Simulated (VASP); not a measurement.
# Ba (Im-3m) in VASP: notebook

Runs on Ba. Level: HSE06. Tasks: single point.

Everything below comes from runs of VASP 6.6.1. Logs are shortened: lines on timing, memory, paths and dates and some standing lists are left out, and cuts for length are marked.

## Step 1: The cell of the first run

The structure is cubic, space group Im-3m (No. 229). The conventional cell has a = 4.986 Å, b = 4.986 Å, c = 4.986 Å, α = 90.00°, β = 90.00°, γ = 90.00°. Ba (site symmetry m-3m) has 14 Ba at 4.32 to 4.99 Å within 5.7 Å.

## Step 2: Single point, HSE06

The input, POSCAR:

```
Ba
1.0
   -2.4931538548      2.4931538548      2.4931538548
    2.4931538548     -2.4931538548      2.4931538548
    2.4931538548      2.4931538548     -2.4931538548
Ba
1
Direct
    0.0000000000      0.0000000000      0.0000000000
```

The input, INCAR.step1:

```
SYSTEM = Ba
  PREC = Accurate
  ENCUT = 520
  EDIFF = 1E-5
  ISMEAR = -1
  SIGMA = 0.1
  LREAL = .False.
  LASPH = .True.
  NELM = 80
  ALGO = Normal
  ISIF = 2
  LWAVE = .True.
  GGA = PE
  NBANDS = 11
```

The input, INCAR.step2:

```
SYSTEM = Ba
  PREC = Accurate
  ENCUT = 520
  EDIFF = 1E-7
  ISMEAR = -1
  SIGMA = 0.1
  LREAL = .False.
  LASPH = .True.
  NELM = 80
  ALGO = Normal
  ISIF = 2
  LWAVE = .False.
  LCHARG = .True.
  GGA = PE
  LHFCALC = .True.
  HFSCREEN = 0.2079
  PRECFOCK = Normal
  LELF = .True.
  LVHAR = .True.
  ISTART = 1
  NBANDS = 11
```

The input, KPOINTS:

```
regular mesh
0
Gamma
  6 6 6
  0 0 0
```

Potentials or basis: VASP PAW PBE potentials, release 64 (Ba_sv).

On the command line:

```
$ cat potpaw_PBE.64/Ba_sv/POTCAR > POTCAR
$ cp INCAR.step1 INCAR
$ mpirun -np 1 vasp_std > vasp.out
$ cp INCAR.step2 INCAR
$ mpirun -np 1 vasp_std > vasp.out
```

OUTCAR:

```text
SYSTEM = Ba
   PREC = Accurate
   ENCUT = 520
   EDIFF = 1E-7
   ISMEAR = -1
   LREAL = .False.
   LASPH = .True.
   NELM = 80
   ISIF = 2
   GGA = PE
   LHFCALC = .True.
   HFSCREEN = 0.2079
   PRECFOCK = Normal
   ISTART = 1

 ion  position               nearest neighbor table
   1  0.000  0.000  0.000-

  LATTYP: Found a body centered cubic cell.
 ALAT       =     4.9863077096

  Lattice vectors:

 A1 = (  -2.4931538548,   2.4931538548,   2.4931538548)
 A2 = (   2.4931538548,  -2.4931538548,   2.4931538548)
 A3 = (   2.4931538548,   2.4931538548,  -2.4931538548)

Analysis of symmetry for initial positions (statically):
=====================================================================
 Subroutine PRICEL returns:
 Original cell was already a primitive cell.

 Routine SETGRP: Setting up the symmetry group for a
 body centered cubic supercell.

 Subroutine GETGRP returns: Found 48 space group operations
 (whereof 48 operations were pure point group operations)
 out of a pool of 48 trial point group operations.

The static configuration has the point symmetry O_h .

Analysis of symmetry for dynamics (positions and initial velocities):
=====================================================================
 Subroutine PRICEL returns:
 Original cell was already a primitive cell.

 Routine SETGRP: Setting up the symmetry group for a
 body centered cubic supercell.

 Subroutine GETGRP returns: Found 48 space group operations
 (whereof 48 operations were pure point group operations)
 out of a pool of 48 trial point group operations.

The dynamic configuration has the point symmetry O_h .

 Subroutine INISYM returns: Found 48 space group operations
 (whereof 48 operations are pure point group operations),
 and found     1 'primitive' translations

----------------------------------------------------------------------------------------

                                     Primitive cell

  volume of cell :      61.9879

  direct lattice vectors                    reciprocal lattice vectors
    -2.493153855  2.493153855  2.493153855     0.000000000  0.200549196  0.200549196
     2.493153855 -2.493153855  2.493153855     0.200549196  0.000000000  0.200549196
     2.493153855  2.493153855 -2.493153855     0.200549196  0.200549196  0.000000000

  length of vectors
     4.318269148  4.318269148  4.318269148     0.283619392  0.283619392  0.283619392

  position of ions in fractional coordinates (direct lattice)
     0.000000000  0.000000000  0.000000000

  ion indices of the primitive-cell ions
   primitive index   ion index
                 1           1

----------------------------------------------------------------------------------------

 KPOINTS: regular mesh

Automatic generation of k-mesh.
 Grid dimensions read from file:
 generate k-points for:    6    6    6

 Generating k-lattice:

  Cartesian coordinates                     Fractional coordinates (reciprocal lattice)
     0.000000000  0.033424866  0.033424866     0.166666667  0.000000000  0.000000000
     0.033424866  0.000000000  0.033424866     0.000000000  0.166666667  0.000000000
     0.033424866  0.033424866  0.000000000     0.000000000  0.000000000  0.166666667

  Length of vectors
     0.047269899  0.047269899  0.047269899

  Shift w.r.t. Gamma in fractional coordinates (k-lattice)
     0.000000000  0.000000000  0.000000000

 Subroutine IBZKPT returns following result:
 ===========================================

 Found     16 irreducible k-points:

 Following reciprocal coordinates:
            Coordinates               Weight
  0.000000  0.000000  0.000000      1.000000
  0.166667  0.000000  0.000000     12.000000
  0.333333  0.000000  0.000000     12.000000
  0.500000  0.000000  0.000000      6.000000
  0.166667  0.166667  0.000000     24.000000
  0.333333  0.166667 -0.000000     48.000000
[... 8 lines left out ...]
  0.500000  0.500000  0.333333     12.000000
  0.500000  0.500000  0.500000      1.000000
   k-points           NKPTS =     16   k-points in BZ     NKDIM =    216   number of bands    NBANDS=     11
   number of dos      NEDOS =    301   number of ions     NIONS =      1
   total plane-waves  NPLWV =  32768
   dimension x,y,z NGX =    32 NGY =   32 NGZ =   32
   dimension x,y,z NGXF=    64 NGYF=   64 NGZF=   64
   ions per type =               1
   NGX,Y,Z   is equivalent  to a cutoff of  12.32, 12.32, 12.32 a.u.
   NGXF,Y,Z  is equivalent  to a cutoff of  24.64, 24.64, 24.64 a.u.
 SYSTEM =  Ba
   PREC   = accura    normal or accurate (medium, high low for compatibility)
   ISTART =      1    job   : 0-new  1-cont  2-samecut
   ICHARG =      0    charge: 1-file 2-atom 10-const
   ISPIN  =      1    spin polarized calculation?
   LNONCOLLINEAR =      F non collinear calculations
   LSORBIT =      F    spin-orbit coupling
   LASPH  =      T    aspherical Exc in radial PAW
   ENCUT  =  520.0 eV  38.22 Ry    6.18 a.u.   8.03  8.03  8.03*2*pi/ulx,y,z
   NELM   =     80;   NELMIN=  2; NELMDL=  0     # of ELM steps
   EDIFF  = 0.1E-06   stopping-criterion for ELM
   LREAL  =      F    real-space projection
   EDIFFG = 0.1E-05   stopping-criterion for IOM
   NSW    =      0    number of steps for IOM
   IBRION =     -1    ionic relax: 0-MD 1-quasi-New 2-CG
   NFREE  =      0    steps in history (QN), initial steepest desc. (CG)
   ISIF   =      2    stress and relaxation
   ISYM   =      3    0-nonsym 1-usesym 2-fastsym
   POTIM  = 0.5000    time-step for ionic-motion
   TEBEG  =    0.0;   TEEND  =   0.0 temperature during run
   PSTRESS=    0.0 pullay stress
   NELECT =      10.0000    total number of electrons
   NUPDOWN=      -1.0000    fix difference up-down
   EMIN   =  10.00;   EMAX   =-10.00  energy-range for DOS
   EFERMI =   0.00;   METHOD = LEGACY
   ISMEAR =    -1;   SIGMA  =   0.10  broadening in eV -4-tet -1-fermi 0-gaus
   EFERMI_NEDOS =   21; number of points for ismear=-14 and -15
   IALGO  =     38    algorithm
   IMIX   =      1    mixing-type and parameters
     AMIX     =   0.40;   BMIX     =  1.00
     AMIX_MAG =   1.60;   BMIX_MAG =  1.00
  volume/ion in A,a.u.               =      61.99       418.32
  Fermi-wavevector in a.u.,A,eV,Ry     =   0.891194  1.684113 10.806119  0.794227
  Thomas-Fermi vector in A             =   2.012983
   LORBIT       =      0    0 simple, 1 ext, 2 COOP (PROOUT), +10 PAW based schemes
   GGA     = PE    functional components
   LHFCALC =     T    Hartree Fock is set to
   PRECFOCK=normal    Normal, Fast or Accurate (Low or Medium for compatibility)
   ENCUT4O =  -1.0   cutoff for four orbital integrals eV
   NKREDX  =     1    reduce k-point grid by
   NKREDY  =     1    reduce k-point grid by
   NKREDZ  =     1    reduce k-point grid by
   AEXX    =    0.2500 exact exchange contribution
   HFSCREEN=    0.2079 screening length (either q_TF or 0.3 A-1)
   HFSCREENC=   0.2079 screening length for correlation (either q_TF or 0.3 A-1)
   ENCUTFOCK=  -1.0 apply spherical cutoff to Coloumb kernel
   IVDW    =     0    specifies the selected vdW correction
   LEPSILON=     F    determine dielectric tensor
   LRPA    =     F    only Hartree local field effects (RPA)
 non-spin polarized calculation
  energy-cutoff  :      520.00
  volume of cell :       61.99
 maximum number of plane-waves:      1688
  NGX = 28; NGY = 28; NGZ = 28

 number of electron       9.9999998 magnetization

 Free energy of the ion-electron system (eV)
  ---------------------------------------------------
  ext. energy  EPLUGINS =         0.00000000
  ---------------------------------------------------
  free energy    TOTEN  =        -1.81351876 eV

  energy without entropy =       -1.77654312  energy(sigma->0) =       -1.79503094

 E-fermi :   1.8355     XC(G=0):  -6.3022

 val. band max:        1.6551203436   @ k =  -0.3333   0.5000   0.1667
 cond. band min:       1.8594395313   @ k =  -0.3333   0.3333   0.3333
 fundamental gap:      0.2043191876
 Fermi energy:         1.8355077324

 k-point     1 :       0.0000    0.0000    0.0000
  band No.  band energies     occupation
      1     -29.5192      2.00000
      2     -13.3751      2.00000
      3     -13.3751      2.00000
      4     -13.3751      2.00000
      5      -1.5520      2.00000
      6       4.0710      0.00000
      7       4.0710      0.00000
      8       4.0710      0.00000
      9       5.5204      0.00000
     10       5.5204      0.00000
     11       9.1720      0.00000

 k-point     2 :       0.1667    0.0000    0.0000
  band No.  band energies     occupation
      1     -29.5061      2.00000
      2     -13.5187      2.00000
      3     -13.4168      2.00000
      4     -13.3764      2.00000
      5      -0.9662      2.00000
      6       3.6586      0.00000
      7       3.6783      0.00000
      8       4.6272      0.00000
      9       5.1558      0.00000
     10       5.4971      0.00000
     11       9.6802      0.00000

 k-point     3 :       0.3333    0.0000    0.0000
  band No.  band energies     occupation
      1     -29.4797      2.00000
      2     -13.7841      2.00000
      3     -13.4985      2.00000
      4     -13.3795      2.00000
      5       0.2855      2.00000
      6       2.9138      0.00004
      7       3.0488      0.00001
      8       5.4719      0.00000
      9       5.7309      0.00000
     10       6.1791      0.00000
     11       8.8532      0.00000

 k-point     4 :       0.5000    0.0000    0.0000
  band No.  band energies     occupation
      1     -29.4665      2.00000
      2     -13.9071      2.00000
      3     -13.5386      2.00000
      4     -13.3811      2.00000
      5       0.8077      1.99993
      6       2.8044      0.00012
      7       3.0507      0.00001
      8       5.4963      0.00000
      9       6.1357      0.00000
     10       7.7570      0.00000
     11       7.8130      0.00000

 k-point     5 :       0.1667    0.1667    0.0000
  band No.  band energies     occupation
      1     -29.4863      2.00000
      2     -13.6991      2.00000
      3     -13.4728      2.00000
      4     -13.4074      2.00000
      5       0.0142      2.00000
      6       2.9656      0.00002
      7       3.2158      0.00000
      8       5.0035      0.00000
      9       5.7274      0.00000
     10       5.9464      0.00000
     11       9.5992      0.00000
[... 99 lines left out ...]
 k-point    13 :      -0.3333    0.5000    0.1667
  band No.  band energies     occupation
      1     -29.4525      2.00000
      2     -13.7970      2.00000
      3     -13.6731      2.00000
      4     -13.5052      2.00000
      5       1.6551      1.71724
      6       2.0042      0.31247
      7       3.1611      0.00000
      8       4.9899      0.00000
      9       5.7078      0.00000
     10       7.6504      0.00000
     11       8.4013      0.00000

 k-point    14 :      -0.3333    0.3333    0.3333
  band No.  band energies     occupation
      1     -29.4487      2.00000
      2     -13.7267      2.00000
      3     -13.6386      2.00000
      4     -13.6386      2.00000
      5       1.3539      1.98393
      6       1.8594      0.88091
      7       4.5776      0.00000
      8       4.5776      0.00000
      9       5.3424      0.00000
     10       6.0731      0.00000
     11      10.3871      0.00000

 k-point    15 :       0.5000    0.5000    0.3333
  band No.  band energies     occupation
      1     -29.4384      2.00000
      2     -13.7764      2.00000
      3     -13.6839      2.00000
      4     -13.6483      2.00000
      5       1.4449      1.96056
      6       1.5178      1.91993
      7       4.5406      0.00000
      8       4.8153      0.00000
      9       6.6075      0.00000
     10       7.3347      0.00000
     11       8.2400      0.00000

 k-point    16 :       0.5000    0.5000    0.5000
  band No.  band energies     occupation
      1     -29.4290      2.00000
      2     -13.7308      2.00000
      3     -13.7308      2.00000
      4     -13.7308      2.00000
      5       1.1501      1.99789
      6       1.1501      1.99789
      7       6.5105      0.00000
      8       6.5105      0.00000
      9       6.5105      0.00000
     10       7.2107      0.00000
     11       7.2107      0.00000

------------------------ aborting loop because EDIFF is reached ----------------------------------------

  FORCE on cell =-STRESS in cart. coord.  units (eV):
  Direction    XX          YY          ZZ          XY          YZ          ZX
  --------------------------------------------------------------------------------------
  -------------------------------------------------------------------------------------
  Total        0.3173829      0.3173829      0.3173829      0.0000000      0.0000000      0.0000000
  in kB        8.2032676      8.2032676      8.2032676      0.0000000      0.0000000      0.0000000
  external PRESSURE =       8.2032676 kB  Pullay stress =       0.0000000 kB

 VOLUME and BASIS-vectors are now :
 -----------------------------------------------------------------------------
  energy-cutoff  :      520.00
  volume of cell :       61.99
      direct lattice vectors                 reciprocal lattice vectors
    -2.493153855  2.493153855  2.493153855     0.000000000  0.200549196  0.200549196
     2.493153855 -2.493153855  2.493153855     0.200549196  0.000000000  0.200549196
     2.493153855  2.493153855 -2.493153855     0.200549196  0.200549196  0.000000000

 POSITION                                       TOTAL-FORCE (eV/Angst)
 -----------------------------------------------------------------------------------
      0.00000      0.00000      0.00000        -0.000000      0.000000     -0.000000
 -----------------------------------------------------------------------------------
    total drift:                                0.000000     -0.000000     -0.000000

  FREE ENERGIE OF THE ION-ELECTRON SYSTEM (eV)
  ---------------------------------------------------
  free  energy   TOTEN  =        -1.8135187577 eV

  energy  without entropy=       -1.7765431227  energy(sigma->0) =       -1.79503094
```

Wall time 16 min (1 thread of Intel Xeon 6975P-C (Granite Rapids), shared host); peak memory 0.29 GiB.

Results:

```yaml
Free_energy: -1.8135 eV
Pressure: 0.8 GPa
Band_gap_on_the_k_mesh: zero (bands 5 and 6 overlap by 0.90 eV)
```

Levels at points of the mesh, in eV from the Fermi level:
| k point | band 1 | band 2 | band 3 | band 4 | band 5 | band 6 | band 7 | band 8 | band 9 | band 10 |
| --- | --- | --- | --- | --- | --- | --- | --- | --- | --- | --- |
| (0.00, 0.00, 0.00) | -31.35 | -15.21 | -15.21 | -15.21 | -3.39 | 2.24 | 2.24 | 2.24 | 3.68 | 3.68 |
| (0.50, 0.00, 0.00) | -31.30 | -15.74 | -15.37 | -15.22 | -1.03 | 0.97 | 1.22 | 3.66 | 4.30 | 5.92 |
| (0.50, 0.50, 0.50) | -31.26 | -15.57 | -15.57 | -15.57 | -0.69 | -0.69 | 4.67 | 4.67 | 4.67 | 5.38 |

Caveat: the PAW data sets were made with another functional, which shifts forces and pressure a little; spin-orbit coupling is left out, which moves the levels of the heavy elements.

## Step 3: Single point, HSE06

This run uses another cell than the first one, of 63.89 Å³/atom.

The input, POSCAR:

```
Ba
1.0
   -2.5183389317      2.5183389317      2.5183389317
    2.5183389317     -2.5183389317      2.5183389317
    2.5183389317      2.5183389317     -2.5183389317
Ba
1
Direct
    0.0000000000      0.0000000000      0.0000000000
```

The input, INCAR.step1:

```
SYSTEM = Ba
ALGO = Normal
EDIFF = 1E-5
ENCUT = 520
GGA = PE
ISIF = 2
ISMEAR = -1
LASPH = .TRUE.
LCHARG = .FALSE.
LREAL = .FALSE.
LWAVE = .TRUE.
NBANDS = 11
NELM = 60
PREC = Accurate
SIGMA = 0.1
```

The input, INCAR.step2:

```
SYSTEM = Ba
ALGO = Normal
EDIFF = 1E-7
ENCUT = 520
GGA = PE
HFSCREEN = 0.2079
ISIF = 2
ISMEAR = -1
ISTART = 1
LASPH = .TRUE.
LCHARG = .FALSE.
LHFCALC = .TRUE.
LREAL = .FALSE.
LWAVE = .FALSE.
NBANDS = 11
NELM = 60
PREC = Accurate
PRECFOCK = Normal
SIGMA = 0.1
```

The input, KPOINTS:

```
k-points
0
G
  6 6 6
  0 0 0
```

Potentials or basis: VASP PAW PBE potentials, release 64 (Ba_sv).

On the command line:

```
$ cat potpaw_PBE.64/Ba_sv/POTCAR > POTCAR
$ cp INCAR.step1 INCAR
$ mpirun -np 1 vasp_std > vasp.out
$ cp INCAR.step2 INCAR
$ mpirun -np 1 vasp_std > vasp.out
```

Wall time 17 min (1 thread of Intel Xeon 6975P-C (Granite Rapids), shared host); peak memory 0.31 GiB.

The run converged. Its results:

```
Free energy            : -1.8214 eV
Pressure               : 0.5 GPa
Band gap on the k mesh : zero (bands 5 and 6 overlap by 0.85 eV)
```

Levels at points of the mesh, in eV from the Fermi level:
| k point | band 3 | band 4 | band 5 | band 6 | band 7 | band 8 |
| --- | --- | --- | --- | --- | --- | --- |
| (0.00, 0.00, 0.00) | -15.28 | -15.28 | -3.37 | 2.20 | 2.20 | 2.20 |
| (0.50, 0.00, 0.00) | -15.43 | -15.29 | -1.01 | 0.97 | 1.11 | 3.57 |
| (0.50, 0.50, 0.50) | -15.61 | -15.61 | -0.63 | -0.63 | 4.51 | 4.51 |

Caveat: the PAW data sets were made with another functional, which shifts forces and pressure a little; spin-orbit coupling is left out, which moves the levels of the heavy elements.

[end of part 1 of 2]
